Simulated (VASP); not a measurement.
# Mg8HO8 (a cell with a defect) in VASP: notebook, part 2 of 2

VASP 6.6.1. Earlier steps stand in the parts before.

## (4) Single point, PBE, collinear spin, ferromagnetic start

Input file INCAR:

```
SYSTEM = Mg8HO8
ALGO = Normal
EDIFF = 1E-6
ENCUT = 520
GGA = PE
ISIF = 2
ISMEAR = -1
ISPIN = 2
LASPH = .TRUE.
LCHARG = .FALSE.
LORBIT = 11
LREAL = Auto
LWAVE = .FALSE.
MAGMOM = 0 0 0 0 0 0 0 0 0 0 0 0 0 0 0 0 1
NBANDS = 50
NELM = 150
PREC = Accurate
SIGMA = 0.05
```

Input file KPOINTS:

```
k-points
0
G
  2 2 2
  0 0 0
```

Input file POSCAR:

```
Mg8HO8
1.0
    0.0000000000      3.8650000000      3.8650000000
    3.8650000000      0.0000000000      3.8650000000
    3.8650000000      3.8650000000      0.0000000000
Mg O H
8 8 1
Direct
   -0.0088874515      0.0170892626      0.0023415265
   -0.0012289780     -0.0016429495      0.4913971539
   -0.0067399741      0.5133635188     -0.0118887451
    0.0060931436      0.5009702458      0.4982794308
    0.4983311772     -0.0090944373     -0.0051099612
    0.5151099612      0.0035705045      0.4936610608
    0.4962095731      0.4897671410      0.0103104787
    0.4910349288      0.5127684347      0.5024708926
    0.2367917206      0.2582147477      0.2449676585
    0.2724708926      0.2561190168      0.7580853816
    0.2368434670      0.7424320828      0.2526002587
    0.2422509702      0.7378525226      0.7578007762
    0.7427684347      0.2521345408      0.2719016818
    0.7670892626      0.2423027167      0.7445019405
    0.7669598965      0.7469857697      0.2524450194
    0.7448512290      0.7275420440      0.7523027167
    0.3731953428      0.8772315653      0.3834152652
```

Potentials or basis: VASP PAW PBE potentials, release 64 (Mg, O, H).

Command:

```sh
$ cat potpaw_PBE.64/Mg/POTCAR potpaw_PBE.64/O/POTCAR potpaw_PBE.64/H/POTCAR > POTCAR
$ mpirun -np 1 vasp_std > vasp.out
```

OUTCAR:

```text
SYSTEM = Mg8HO8
   EDIFF = 1E-6
   ENCUT = 520
   GGA = PE
   ISIF = 2
   ISMEAR = -1
   ISPIN = 2
   LASPH = .TRUE.
   LORBIT = 11
   LREAL = Auto
   NELM = 150
   PREC = Accurate

 ion  position               nearest neighbor table
   1  0.991  0.017  0.002-  14 1.87  15 1.91  11 1.92  13 1.95  10 2.02  12 2.03   2 2.64   6 2.64
                             7 2.65   3 2.68   5 2.68   4 2.70   4 2.77   3 2.79   5 2.79   7 2.82
   2  0.999  0.998  0.491-  17 1.67  13 1.84  11 1.91  14 1.92   9 1.93  12 1.97  16 2.03   6 2.62
                             1 2.64   8 2.67   4 2.68   3 2.68   5 2.72   5 2.74   3 2.78   4 2.79
   3  0.993  0.513  0.988-  12 1.83  16 1.88  10 1.89  15 1.93   9 1.93  13 1.98   5 2.66   4 2.68
                             1 2.68   2 2.68   8 2.69   7 2.72   7 2.75   8 2.78   2 2.78   1 2.79
   4  0.006  0.501  0.498-  11 1.83  16 1.86  15 1.87   9 1.92  14 1.92  10 2.04   7 2.67   3 2.68
                             2 2.68   8 2.70   1 2.70   6 2.72   6 2.75   1 2.77   8 2.77   2 2.79
   5  0.498  0.991  0.995-  17 1.74  10 1.80  16 1.96  11 1.97   9 2.00  14 2.01  15 2.04   3 2.66
[... 1030 lines left out ...]
 -----------------------------------------------------------------------------------
    total drift:                                0.002127     -0.004050     -0.006124

  FREE ENERGIE OF THE ION-ELECTRON SYSTEM (eV)
  ---------------------------------------------------
  free  energy   TOTEN  =       -84.4021644351 eV

  energy  without entropy=      -84.3925400709  energy(sigma->0) =      -84.39735225

 total charge

# of ion       s       p       d       tot
------------------------------------------
    1        0.194   0.280   0.147   0.621
    2        0.199   0.298   0.165   0.663
    3        0.204   0.303   0.166   0.673
    4        0.205   0.307   0.169   0.682
    5        0.195   0.284   0.154   0.633
    6        0.195   0.285   0.154   0.635
[... 9 lines left out ...]
   16        1.557   3.748   0.000   5.305
   17        0.633   0.032   0.000   0.666
--------------------------------------------------
tot         14.709  32.178   1.282  48.168

 magnetization (x)

# of ion       s       p       d       tot
------------------------------------------
    1        0.000   0.001   0.001   0.002
    2       -0.000   0.001   0.005   0.005
    3        0.001   0.002   0.002   0.004
    4        0.001   0.001   0.002   0.003
    5       -0.000   0.001   0.004   0.005
    6       -0.000   0.001   0.004   0.005
[... 9 lines left out ...]
   16       -0.000  -0.000   0.000  -0.001
   17        0.245   0.002   0.000   0.247
--------------------------------------------------
tot          0.275   0.284   0.025   0.584
```

OSZICAR:

```text
N       E                     dE             d eps       ncg     rms          rms(c)
DAV:   1     0.330403881761E+03    0.33040E+03   -0.34125E+04  1656   0.123E+03
DAV:   2    -0.799821403579E+02   -0.41039E+03   -0.39624E+03  1934   0.288E+02
DAV:   3    -0.980599428066E+02   -0.18078E+02   -0.17994E+02  2016   0.590E+01
DAV:   4    -0.981574997919E+02   -0.97557E-01   -0.97493E-01  1848   0.486E+00
DAV:   5    -0.981579158533E+02   -0.41606E-03   -0.41601E-03  1878   0.314E-01    0.222E+01
DAV:   6    -0.837434301815E+02    0.14414E+02   -0.39937E+01  1774   0.303E+01    0.574E+00
DAV:   7    -0.843467670844E+02   -0.60334E+00   -0.25312E+00  1778   0.662E+00    0.415E+00
DAV:   8    -0.843813942500E+02   -0.34627E-01   -0.62891E-01  1768   0.389E+00    0.153E+00
DAV:   9    -0.844004515231E+02   -0.19057E-01   -0.99152E-02  1840   0.141E+00    0.568E-01
DAV:  10    -0.844017882205E+02   -0.13367E-02   -0.81734E-03  1836   0.488E-01    0.189E-01
DAV:  11    -0.844020409153E+02   -0.25269E-03   -0.75331E-04  2000   0.158E-01    0.960E-02
DAV:  12    -0.844021459908E+02   -0.10508E-03   -0.18077E-04  1860   0.799E-02    0.349E-02
DAV:  13    -0.844021640655E+02   -0.18075E-04   -0.32057E-05  1926   0.336E-02    0.116E-02
DAV:  14    -0.844021644351E+02   -0.36957E-06   -0.41531E-06  1854   0.132E-02
   1 F= -.84402164E+02 E0= -.84397352E+02  d E =-.962436E-02  mag=     0.7504
```

stdout:

```text
POSCAR found type information on POSCAR MgO H
 POSCAR found :  3 types and      17 ions
 scaLAPACK will be used
 LDA part: xc-table for (Slater+PW92), standard interpolation
 POSCAR, INCAR and KPOINTS ok, starting setup
 FFT: planning ... GRIDC
 FFT: planning ... GRID_SOFT
 FFT: planning ... GRID
 WAVECAR not read
 entering main loop
```

Wall time 2 min (1 thread of AMD EPYC 9R45 (Zen 5), shared host); peak memory 0.31 GiB.

What came out:

| Quantity | Value |
| --- | --- |
| Free energy | -84.4022 eV |
| Pressure | 91.3 GPa |
| Largest force | 4.018 eV/Å |
| Net moment | 0.75 μB per cell |
| Site moments | Mg +0.00, +0.01; O +0.08, -0.00, +0.06, +0.09; H +0.25 μB |
| Valence electrons inside the program's atomic spheres | Mg 0.62, 0.66, 0.67, 0.68, 0.63, 0.64, 0.69; O 5.26, 5.30, 5.27, 5.31; H 0.67 |

Forces on the atoms (eV/Å):
```
Mg  -1.501  0.457  0.261
Mg   1.271  1.008 -0.241
Mg   0.704  1.398 -1.069
Mg  -1.034  0.512 -1.515
Mg   0.477  1.807  0.876
Mg   0.855 -0.712 -1.944
Mg  -0.570 -0.800 -0.231
Mg  -1.204  1.590  0.634
O    0.354  0.606  1.111
O   -1.380 -2.788 -2.543
O   -0.798 -0.466  1.075
O    2.435  0.872  1.252
O   -1.197 -1.773  1.064
O    0.815 -0.398 -0.876
O   -0.770 -1.137  0.244
O    1.603  0.144  1.283
H   -0.061 -0.321  0.619
```

Levels at points of the mesh, in eV from the Fermi level:
Spin up:
```csv
k point,band 29,band 30,band 31,band 32,band 33,band 34,band 35,band 36,band 37,band 38
"(0.00, 0.00, 0.00)",-5.38,-4.49,-4.45,-4.41,-1.85,3.23,4.61,4.74,4.81,5.05
"(0.50, 0.00, 0.00)",-5.03,-5.02,-4.91,-4.89,-0.41,5.00,5.29,6.35,6.41,6.67
"(0.00, 0.50, 0.00)",-5.12,-5.07,-4.88,-4.82,-0.44,4.97,5.33,6.18,6.40,6.54
"(0.00, 0.00, 0.50)",-5.09,-5.04,-4.90,-4.84,-0.47,5.00,5.33,6.14,6.42,6.56
"(0.50, 0.50, 0.50)",-5.27,-5.24,-4.76,-4.74,-0.60,4.99,5.62,6.38,6.47,6.56
"(0.50, 0.50, 0.00)",-5.41,-5.31,-5.21,-5.11,0.00,6.22,6.31,6.67,6.90,7.04
"(0.00, 0.50, 0.50)",-5.45,-5.31,-5.24,-5.14,-0.17,6.12,6.36,6.74,7.11,7.19
"(0.50, 0.00, 0.50)",-5.38,-5.34,-5.27,-5.07,-0.01,6.20,6.40,6.61,6.94,7.21
```
Spin down:
| k point | band 28 | band 29 | band 30 | band 31 | band 32 | band 33 | band 34 | band 35 | band 36 | band 37 |
| --- | --- | --- | --- | --- | --- | --- | --- | --- | --- | --- |
| (0.00, 0.00, 0.00) | -5.33 | -5.32 | -4.42 | -4.36 | -4.34 | -0.57 | 3.27 | 4.62 | 4.74 | 4.82 |
| (0.50, 0.00, 0.00) | -5.67 | -5.01 | -4.94 | -4.83 | -4.80 | 0.82 | 5.02 | 5.32 | 6.37 | 6.43 |
| (0.00, 0.50, 0.00) | -5.67 | -5.03 | -4.93 | -4.85 | -4.78 | 0.80 | 4.99 | 5.36 | 6.21 | 6.42 |
| (0.00, 0.00, 0.50) | -5.66 | -4.99 | -4.92 | -4.85 | -4.81 | 0.77 | 5.02 | 5.36 | 6.16 | 6.44 |
| (0.50, 0.50, 0.50) | -5.53 | -5.25 | -5.22 | -4.66 | -4.64 | 0.64 | 5.01 | 5.67 | 6.39 | 6.48 |
| (0.50, 0.50, 0.00) | -5.42 | -5.38 | -5.16 | -5.12 | -5.07 | 1.25 | 6.26 | 6.33 | 6.70 | 6.92 |
| (0.00, 0.50, 0.50) | -5.42 | -5.37 | -5.24 | -5.20 | -5.04 | 1.09 | 6.17 | 6.38 | 6.77 | 7.13 |
| (0.50, 0.00, 0.50) | -5.41 | -5.34 | -5.22 | -5.18 | -5.03 | 1.25 | 6.23 | 6.43 | 6.64 | 6.96 |

Caveat: the k points lie up to 0.70 Å⁻¹ apart.
